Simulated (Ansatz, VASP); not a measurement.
# In3GaSb2N2: VASP beside Ansatz

Contents of INCAR:

```
ALGO     = Normal         # electronic algorithm
EDIFF    = 1E-7           # SCF threshold, eV
EDIFFG   = -0.08          # ionic threshold
ENCUT    = 600            # plane-wave cutoff, eV
GGA      = PE             # functional
IBRION   = 2              # ionic algorithm
ISIF     = 3              # what is computed and relaxed
ISMEAR   = 0              # smearing method
LASPH    = T              # aspherical terms in the spheres
LCHARG   = F              # write CHGCAR
LREAL    = F              # projectors in reciprocal space
LWAVE    = F              # write WAVECAR
NELM     = 80             # most SCF steps
NSW      = 36             # ionic steps
PREC     = Accurate       # precision mode
SIGMA    = 0.15           # smearing width, eV
```

The input KPOINTS:

```
k-points
0
Gamma
  3 3 2
```

The input POSCAR:

```
In3GaSb2N2
1.0
    5.1764938100      0.0000000000      0.0000000000
    0.0000000000      5.1764938100      0.0000000000
    0.0000000000      0.0000000000      7.9358601300
In Ga Sb N
3 1 2 2
Direct
    0.5000000000      0.5000000000      0.5805212300
    0.5000000000      0.0000000000      0.2068983600
    0.0000000000      0.5000000000      0.2068983600
    0.5000000000      0.5000000000      0.2658052700
    0.0000000000      0.0000000000      0.1250880400
    0.5000000000      0.5000000000      0.8854646300
    0.5000000000      0.0000000000      0.9494745000
    0.0000000000      0.5000000000      0.9494745000
```

Input for Ansatz:

```yaml
crystal:
  lattice:
    - [5.17649381, 0.0, 0.0]
    - [0.0, 5.17649381, 0.0]
    - [0.0, 0.0, 7.93586013]
  atoms:
    - { symbol: In, position: [0.5, 0.5, 0.58052123] }
    - { symbol: In, position: [0.5, 0.0, 0.20689836] }
    - { symbol: In, position: [0.0, 0.5, 0.20689836] }
    - { symbol: Ga, position: [0.5, 0.5, 0.26580527] }
    - { symbol: Sb, position: [0.0, 0.0, 0.12508804] }
    - { symbol: Sb, position: [0.5, 0.5, 0.88546463] }
    - { symbol: "N", position: [0.5, 0.0, 0.9494745] }
    - { symbol: "N", position: [0.0, 0.5, 0.9494745] }
basis:
  ecutwfc: 420
kpoints:
  mp_grid: { grid: [3, 3, 2] }
hamiltonian:
  xc: pbe
scf:
  occupations: { method: gaussian, width: 0.15 }
  lower_state_search: "off"
output:
  forces: true
  stress: true
  eigenvalues: true
relax:
  adjacent_minimum: "off"
  f_tol: 0.08
  max_steps: 16
  cell: { stress_tol: 0.8 }
```

Alike in both runs: task relaxation of cell and atoms; functional PBE; k mesh 3 × 3 × 2; occupations gaussian, width 0.15 eV; no spin polarisation.

```csv
,VASP,Ansatz
version,VASP 6.6.1,Ansatz 0.2.0
potentials or method,"VASP PAW PBE potentials, release 64 (In_d, Ga_d, Sb, N), cutoff 600 eV","scalar-relativistic, plane waves, PAW"
valence electrons in the cell,72,92
```

Ansatz gave:

```
gap on the k mesh at the Fermi level, each at its own relaxed structure (eV)  : 0.21
relaxed volume (Å³/atom)                                                      : 26.94
relaxed length of the cell vector where the two differ most in proportion (Å) : 8.992
```

Q: What did VASP give for the same quantities?

A: gap on the k mesh at the Fermi level, each at its own relaxed structure (eV): 0.20; relaxed volume (Å³/atom): 27.00; relaxed length of the cell vector where the two differ most in proportion (Å): 9.097.

VASP's potentials hold 72 valence electrons a cell and Ansatz's 92, so a difference there can come from the potentials and not from the codes.

Neither program's run includes spin-orbit coupling.
